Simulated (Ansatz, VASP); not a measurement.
Given: the input of a run of VASP 6.6.1 on TiO2.

INCAR

```
  PREC = Accurate
  ENCUT = 520
  EDIFF = 1E-6
  ISMEAR = -1
  SIGMA = 0.05
  LREAL = False
  LASPH = True
  NELM = 60
  ALGO = Normal
  ISIF = 2
  LWAVE = False
  LCHARG = False
  GGA = PE
  IBRION = 2
  NSW = 60
  EDIFFG = -0.01
```

File KPOINTS:

```
regular mesh
0
Gamma
  5 5 4
```

Contents of POSCAR:

```
TiO2
1.0
    5.5822227355      0.0000000000      0.0000000000
   -2.7911113678      4.8343466985      0.0000000000
    0.0000000000      0.0000000000      6.0824678800
Ti O
3 6
Direct
    0.4669367500      0.0000000000      0.3333333333
    0.0000000000      0.4669367500      0.6666666667
    0.5330632500      0.5330632500      0.0000000000
    0.5810657200      0.8514331800      0.1206639333
    0.7296325400      0.1485668200      0.5460027333
    0.2703674600      0.4189342800      0.7873306000
    0.8514331800      0.5810657200      0.8793360667
    0.1485668200      0.7296325400      0.4539972667
    0.4189342800      0.2703674600      0.2126694000
```

Potentials or basis: VASP PAW PBE potentials, release 64 (Ti_sv, O).

Launch:

```console
$ cat potpaw_PBE.64/Ti_sv/POTCAR potpaw_PBE.64/O/POTCAR > POTCAR
$ mpirun -np 1 vasp_std > vasp.out
```

Question: Translate it to Ansatz 0.2.0. Potentials there: Ansatz PAW.

Answer: As run (the cutoff follows the program's own potentials):

The input input.yaml:

```yaml
crystal:
  lattice:
    - [5.5822227355, 0.0, 0.0]
    - [-2.7911113678, 4.8343466985, 0.0]
    - [0.0, 0.0, 6.08246788]
  atoms:
    - { symbol: Ti, position: [0.46693675, 0.0, 0.3333333333] }
    - { symbol: Ti, position: [0.0, 0.46693675, 0.6666666667] }
    - { symbol: Ti, position: [0.53306325, 0.53306325, 0.0] }
    - { symbol: O, position: [0.58106572, 0.85143318, 0.1206639333] }
    - { symbol: O, position: [0.72963254, 0.14856682, 0.5460027333] }
    - { symbol: O, position: [0.27036746, 0.41893428, 0.7873306] }
    - { symbol: O, position: [0.85143318, 0.58106572, 0.8793360667] }
    - { symbol: O, position: [0.14856682, 0.72963254, 0.4539972667] }
    - { symbol: O, position: [0.41893428, 0.27036746, 0.2126694] }
hamiltonian:
  xc: pbe
  pseudopotentials: { kind: paw }
kpoints:
  mp_grid: { grid: [5, 5, 4] }
scf:
  occupations: { method: fermi_dirac, width: 0.05 }
output:
  forces: true
  stress: true
  eigenvalues: true
relax:
  f_tol: 0.01
  max_steps: 40
```

Potentials or basis: Ansatz PAW.

Launch:

```sh
$ ansatz run input.yaml --threads 4 --pin off --max-ram 11264MiB --backend cpu --events-out ev --progress --plain --runs-dir out
```

Both were run:

|  | VASP | Ansatz | Ansatz less VASP |
| --- | --- | --- | --- |
| gap on the k mesh at the Fermi level, each at its own relaxed structure (eV) | 3.51 | 3.56 | +0.047 |

Noted on Ansatz's run: odd divisions of the mesh miss points on the zone boundary, where band edges often lie, so the gap on the mesh can be too wide.
